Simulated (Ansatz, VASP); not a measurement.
**TePt: VASP beside Ansatz**

```
Te Pt
1.0
     1.98157    1.14406    6.66103
    -1.98157    1.14406    6.66103
     0.00000   -2.28812    6.66103
Te Pt
2 2
Direct
  0.59800 0.59800 0.59800
  0.40200 0.40200 0.40200
  0.87033 0.87033 0.87033
  0.12967 0.12967 0.12967
```

Alike in both runs: task single point; functional PBEsol; dispersion D3(BJ); k mesh 6 × 6 × 6; occupations gaussian, width 0.1 eV; no spin polarisation.

|  | VASP | Ansatz |
| --- | --- | --- |
| version | VASP 6.6.1 | Ansatz 0.2.0 |
| potentials or method | VASP PAW PBE potentials, release 64 (Te, Pt), cutoff 520 eV | scalar-relativistic, plane waves, PAW |
| valence electrons in the cell | 32 | 68 |

Ansatz gave:

- gap on the k mesh at the Fermi level (eV): none
- pressure (GPa): -4.2
- traceless stress, the component that is largest in VASP (GPa): -0.28
- rms of the force components (eV/Å): 0.092

Problem. What did VASP give for the same quantities?

Solution. gap on the k mesh at the Fermi level (eV): none; pressure (GPa): -4.4; traceless stress, the component that is largest in VASP (GPa): -0.25; rms of the force components (eV/Å): 0.092.

VASP's potentials were made for PBE, not for PBEsol. Atom by atom the forces differ by 0.004 eV/Å (rms over components). A gap of «none» marks a metal or a gap that the smearing closes. VASP's potentials hold 32 valence electrons a cell and Ansatz's 68, so a difference there can come from the potentials and not from the codes.

Neither program's run includes spin-orbit coupling.
